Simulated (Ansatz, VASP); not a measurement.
**Two plane-wave programs on C**

Contents of INCAR:

```
PREC = Accurate
ENCUT = 520
EDIFF = 1E-6
ISMEAR = 0
SIGMA = 0.15
LREAL = F
LASPH = T
NELM = 80
ALGO = Normal
ISIF = 2
LWAVE = F
LCHARG = F
GGA = PS
NBANDS = 16
```

KPOINTS

```
regular mesh
0
Gamma
  18 18 6
```

Contents of POSCAR:

```
C
1.0
    2.4587330167      0.0000000000      0.0000000000
   -1.2293665084      2.1293252536      0.0000000000
    0.0000000000      0.0000000000      7.2458067263
C
4
Direct
   -0.0154735157      0.2000447555      0.0025000000
    0.0154735157     -0.2000447555      0.5025000000
    0.3178583773      0.8667300432      0.0025000000
    0.6821416227      0.1332699568      0.5025000000
```

Input for Ansatz:

```yaml
crystal:
  lattice:
    - [2.4587330167, 0.0, 0.0]
    - [-1.2293665084, 2.1293252536, 0.0]
    - [0.0, 0.0, 7.2458067263]
  atoms:
    - { symbol: C, position: [-0.0154735157, 0.2000447555, 0.0025] }
    - { symbol: C, position: [0.0154735157, -0.2000447555, 0.5025] }
    - { symbol: C, position: [0.3178583773, 0.8667300432, 0.0025] }
    - { symbol: C, position: [0.6821416227, 0.1332699568, 0.5025] }
basis:
  ecutwfc: 520.0
kpoints:
  mp_grid: { grid: [18, 18, 6] }
hamiltonian:
  xc: pbesol
  pseudopotentials: { kind: paw, azcp: { folder: soft_1 } }
scf:
  occupations: { method: gaussian, width: 0.15 }
output:
  forces: true
  stress: true
  eigenvalues: true
  write_density: true
  write_potential: true
  elf: true
  volumetric_format: npy
```

Change from the starting cell: mode 4 frozen in at -0.284 Å and mode 5 at +0.426 Å (largest displacements).

Alike in both runs: task single point; functional PBEsol; k mesh 18 × 18 × 6; occupations gaussian, width 0.15 eV; no spin polarisation.

|  | VASP | Ansatz |
| --- | --- | --- |
| version | VASP 6.6.1 | Ansatz 0.2.0 |
| potentials or method | VASP PAW PBE potentials, release 64 (C), cutoff 520 eV | scalar-relativistic, plane waves, PAW |
| valence electrons in the cell | 16 | 16 |

Ansatz gave:

```
gap on the k mesh at the Fermi level (eV)                     : none
least direct gap on the mesh (eV)                             : 0.00
pressure (GPa)                                                : 0.1
traceless stress, the component that is largest in VASP (GPa) : 0.42
rms of the force components (eV/Å)                            : 0.007
```

Problem. Which values does VASP return?

Solution. gap on the k mesh at the Fermi level (eV): none; least direct gap on the mesh (eV): 0.00; pressure (GPa): 0.8; traceless stress, the component that is largest in VASP (GPa): -0.33; rms of the force components (eV/Å): 0.007.

VASP's potentials were made for PBE, not for PBEsol, and Ansatz warns of the same on its side. Atom by atom the forces differ by 0.000 eV/Å (rms over components). A gap of «none» marks a metal or a gap that the smearing closes. With one functional, cell and mesh, what is left measures potentials, basis and numerics.

A gap of «none» marks a metal or a gap under the smearing width.
